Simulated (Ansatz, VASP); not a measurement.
# Two plane-wave programs on Mg3CdSe4

```
Mg Cd Se
1.0
    -2.78613    2.78613    5.58323
     2.78613   -2.78613    5.58323
     2.78613    2.78613   -5.58323
Mg Cd Se
3 1 4
Direct
  0.75000 0.25000 0.50000
  0.25000 0.75000 0.50000
  0.00000 0.00000 0.00000
  0.50000 0.50000 0.00000
  0.00000 0.50000 0.50000
  0.75626 0.75626 0.00000
  0.50000 0.00000 0.50000
  0.24374 0.24374 0.00000
```

Alike in both runs: functional PBE; k mesh 10 × 10 × 10; occupations gaussian, width 0.01 eV; no spin polarisation.

Ansatz relaxed the structure, and its values are those at the end. VASP's run is a single point on that final structure, the one shown.

|  | VASP | Ansatz |
| --- | --- | --- |
| version | VASP 6.6.1 | Ansatz 0.2.0 |
| potentials or method | VASP PAW PBE potentials, release 64 (Mg, Cd, Se), cutoff 520 eV | scalar-relativistic, plane waves, PAW |
| valence electrons in the cell | 42 | 114 |

```csv
,VASP,Ansatz,Ansatz less VASP
gap on the k mesh at the Fermi level (eV),0.27,0.28,+0.013
least direct gap on the mesh (eV),0.99,1.01,+0.019
pressure (GPa),0.0,0.0,-0.02
rms of the force components (eV/Å),0.009,0.002,-0.0063
```

VASP's potentials hold 42 valence electrons a cell and Ansatz's 114, so a difference there can come from the potentials and not from the codes.
